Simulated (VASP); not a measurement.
Set up this calculation in VASP 6.6.1, as the native input.

```
Task                   : relaxation of cell and atoms
Functional             : PBE
Potentials or basis    : VASP PAW PBE potentials, release 64 (Mg, Se)
Cutoff                 : 600 eV
k mesh                 : 8 × 8 × 6
Occupations            : gaussian, width 0.1 eV
Spin                   : no spin polarisation
Dipole correction      : no
Further INCAR settings : ALGO = Normal; EDIFF = 1e-06; IBRION = 2; EDIFFG = -0.01; NSW = 100; ISIF = 3
```

The structure of Mg5Se lies in POSCAR:

```
Mg5Se
1.0
    2.7398817674     -4.2571809970      0.0000000000
    2.7398817674      4.2571809970      0.0000000000
    0.0000000000      0.0000000000      7.3588730601
Mg Se
5 1
Direct
    0.8248956160      0.1751043840      0.2961635311
    0.1751043840      0.8248956160      0.2961635311
    0.8248956160      0.1751043840      0.7038364689
    0.1751043840      0.8248956160      0.7038364689
    0.5000000000      0.5000000000      0.5000000000
    0.0000000000      0.0000000000      0.0000000000
```

The cell was built from a structure type or drawn by symmetry, and may not be a known phase.

One way to write it, as run:

INCAR

```
SYSTEM = Mg5Se
PREC = Accurate
ENCUT = 600
EDIFF = 1E-6
ISMEAR = 0
SIGMA = 0.1
LREAL = .False.
LASPH = .True.
NELM = 100
ALGO = Normal
ISIF = 3
LWAVE = .False.
LCHARG = .False.
GGA = PE
IBRION = 2
NSW = 100
EDIFFG = -0.01
```

KPOINTS

```
Automatic mesh
0
Gamma
  8 8 6
  0 0 0
```

Potentials or basis: VASP PAW PBE potentials, release 64 (Mg, Se).

The run is started by

```bash
$ cat potpaw_PBE.64/Mg/POTCAR potpaw_PBE.64/Se/POTCAR > POTCAR
$ mpirun -np 1 vasp_std > vasp.out
```

Results of the run:

```json
{"Relaxed volume": "28.20 Å³/atom", "Relaxed cell": "a = 5.184 Å, b = 5.184 Å, c = 7.320 Å, α = 90.00°, β = 90.00°, γ = 120.65°", "Space group after relaxing (to 0.1 Å)": "Cmmm (No. 65)", "Energy gained by relaxing": "10.3 meV/atom", "Ionic steps": "10", "Pressure after relaxing": "0.0 GPa", "Largest force after relaxing": "0.005 eV/Å", "Band gap on the k mesh": "zero (bands 8 and 9 overlap by 1.28 eV)"}
```

Run time: 9.7 min on 1 thread of Intel(R) Xeon(R) 6975P-C (Granite Rapids), with other jobs on the host, peak memory 0.48 GiB.
